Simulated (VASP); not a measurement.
Mg:

```
Mg
1.0
     3.10932    0.00000    0.00000
    -1.55466    2.69275    0.00000
     0.00000    0.00000   11.71410
Mg
4
Direct
  0.66667 0.33333 0.00000
  0.00000 0.00000 0.76610
  0.00000 0.00000 0.50000
  0.00000 0.00000 0.23390
```

This cell differs from its parent crystal: atoms taken out.

```yaml
Program: VASP 6.6.1
Task: relaxation of cell and atoms
Functional: PBE
Potentials_or_basis: VASP PAW PBE potentials, release 64 (Mg)
Cutoff: 600 eV
k_mesh: 12 × 12 × 4
Occupations: gaussian, width 0.1 eV
Spin: no spin polarisation
```

At the start: pressure -0.2 GPa; volume 24.52 Å³/atom.

Q: How do energy, volume and symmetry change on relaxing?

A: Over 10 steps the energy falls by 3.9 meV/atom and the volume is 24.37 Å³/atom (-0.6 %); space group P-6m2 (No. 187, to 0.1 Å) before and after.

The path:
| step | energy change (eV) | largest force (eV/Å) | pressure (GPa) | volume (Å³) |
| --- | --- | --- | --- | --- |
| 1 | 0.0000 | 0.0667 | -0.19 | 98.08 |
| 2 | -0.0083 | 0.0657 | -0.14 | 97.66 |
| 3 | -0.0128 | 0.0663 | -0.04 | 97.19 |
| 4 | -0.0133 | 0.0681 | 0.00 | 97.02 |
| 5 | -0.0134 | 0.0700 | 0.03 | 96.90 |
| 6 | -0.0134 | 0.0713 | 0.05 | 96.82 |
| 7 | -0.0141 | 0.0607 | 0.02 | 96.92 |
| 8 | -0.0154 | 0.0294 | -0.06 | 97.23 |
| 9 | -0.0149 | 0.0310 | -0.20 | 97.85 |
| 10 | -0.0157 | 0.0063 | -0.11 | 97.46 |

Final structure:
```
Mg
1.0
     3.14277    0.00000    0.00000
    -1.57139    2.72172    0.00000
     0.00000    0.00000   11.39440
Mg
4
Direct
  0.66667 0.33333 0.00000
  0.00000 0.00000 0.76967
  0.00000 0.00000 0.50000
  0.00000 0.00000 0.23033
```

Caveat: the cell differs from its parent crystal (atoms taken out).
